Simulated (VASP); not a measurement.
## SrO (rock salt type): single point with PBE

SrO (rock salt type):

```
CELL_PARAMETERS angstrom
0.00000 2.54460 2.54460
2.54460 0.00000 2.54460
2.54460 2.54460 0.00000
ATOMIC_POSITIONS crystal
Sr 0.00000 0.00000 0.00000
O 0.50000 0.50000 0.50000
```

```json
{
 "Program": "VASP 6.6.1",
 "Task": "single point",
 "Functional": "PBE",
 "Potentials or basis": "VASP PAW PBE potentials, release 64 (Sr_sv, O)",
 "Cutoff": "520 eV",
 "k mesh": "36 × 36 × 36",
 "Occupations": "fermi-dirac, width 0.0612256 eV",
 "Spin": "no spin polarisation",
 "Dipole correction": "no",
 "Further INCAR settings": "ALGO = Normal; EDIFF = 1e-06; NBANDS = 15"
}
```

```
Pressure               : 6.7 GPa
Band gap on the k mesh : 3.24 eV (least direct gap 3.31 eV)
```

Levels at points of the mesh, in eV from the valence-band top:
```
           k point  band 4  band 5  band 6  band 7  band 8  band 9  band 10  band 11  band 12  band 13
(0.00, 0.00, 0.00)  -13.89  -13.89    0.00    0.00    0.00    4.21     6.28     6.28     6.28     8.52
(0.50, 0.00, 0.00)  -13.97  -12.68   -2.23   -1.20   -1.20    6.69     8.71     9.03     9.03    12.22
(0.50, 0.50, 0.00)  -14.29  -14.29   -0.38   -0.07   -0.07    3.24     8.04    10.38    10.66    11.35
```

Wall time 9.8 min on 1 thread of Intel Xeon 8259CL, with other jobs on the host, peak memory 0.68 GiB.

Caveat: the cell stands under pressure. A k mesh can miss the band edges.
